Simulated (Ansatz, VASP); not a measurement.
One calculation of Zn3Cd2S5, two programs

The input INCAR:

```
SYSTEM = Zn3Cd2S5
  ALGO = Normal
  EDIFF = 1E-6
  ENCUT = 520
  GGA = PE
  ISIF = 2
  ISMEAR = 0
  LASPH = .TRUE.
  LCHARG = .FALSE.
  LREAL = .FALSE.
  LWAVE = .FALSE.
  NBANDS = 56
  NELM = 100
  PREC = Accurate
  SIGMA = 0.1
```

Contents of KPOINTS:

```
k-points
0
G
  6 6 6
  0 0 0
```

Contents of POSCAR:

```
Zn3Cd2S5
1.0
   -1.9508997000      1.9508997000     13.7949440500
    1.9508997000     -1.9508997000     13.7949440500
    1.9508997000      1.9508997000    -13.7949440500
Zn Cd S
3 2 5
Direct
    0.6000000000      0.6000000000      0.0000000000
    0.0000000000      0.0000000000      0.0000000000
    0.4000000000      0.4000000000      0.0000000000
    0.8000000000      0.8000000000      0.0000000000
    0.2000000000      0.2000000000      0.0000000000
    0.2500000000      0.7500000000      0.5000000000
    0.6500000000      0.1500000000      0.5000000000
    0.0500000000      0.5500000000      0.5000000000
    0.4500000000      0.9500000000      0.5000000000
    0.8500000000      0.3500000000      0.5000000000
```

Input for Ansatz:

```yaml
crystal:
  lattice:
    - [-1.9508997, 1.9508997, 13.79494405]
    - [1.9508997, -1.9508997, 13.79494405]
    - [1.9508997, 1.9508997, -13.79494405]
  atoms:
    - { symbol: Zn, position: [0.6, 0.6, 0.0] }
    - { symbol: Zn, position: [0.0, 0.0, 0.0] }
    - { symbol: Zn, position: [0.4, 0.4, 0.0] }
    - { symbol: Cd, position: [0.8, 0.8, 0.0] }
    - { symbol: Cd, position: [0.2, 0.2, 0.0] }
    - { symbol: S, position: [0.25, 0.75, 0.5] }
    - { symbol: S, position: [0.65, 0.15, 0.5] }
    - { symbol: S, position: [0.05, 0.55, 0.5] }
    - { symbol: S, position: [0.45, 0.95, 0.5] }
    - { symbol: S, position: [0.85, 0.35, 0.5] }
basis:
  ecutwfc: 420
kpoints:
  mp_grid: { grid: [6, 6, 6] }
hamiltonian:
  xc: pbe
scf:
  occupations: { method: gaussian, width: 0.1 }
  lower_state_search: "off"
output:
  forces: true
  stress: true
  eigenvalues: true
```

Alike in both runs: task single point; functional PBE; k mesh 6 × 6 × 6; occupations gaussian, width 0.1 eV; no spin polarisation.

|  | VASP | Ansatz |
| --- | --- | --- |
| version | VASP 6.6.1 | Ansatz 0.2.0 |
| potentials or method | VASP PAW PBE potentials, release 64 (Zn, Cd, S), cutoff 520 eV | scalar-relativistic, plane waves, PAW |
| valence electrons in the cell | 90 | 106 |

|  | VASP | Ansatz | Ansatz less VASP |
| --- | --- | --- | --- |
| gap on the k mesh at the Fermi level (eV) | 1.66 | 1.65 | -0.009 |
| least direct gap on the mesh (eV) | 1.66 | 1.65 | -0.009 |
| pressure (GPa) | 6.3 | 5.9 | -0.37 |
| rms of the force components (eV/Å) | 0.492 | 0.478 | -0.0141 |

Atom by atom the forces differ by 0.014 eV/Å (rms over components). VASP's potentials hold 90 valence electrons a cell and Ansatz's 106, so a difference there can come from the potentials and not from the codes.
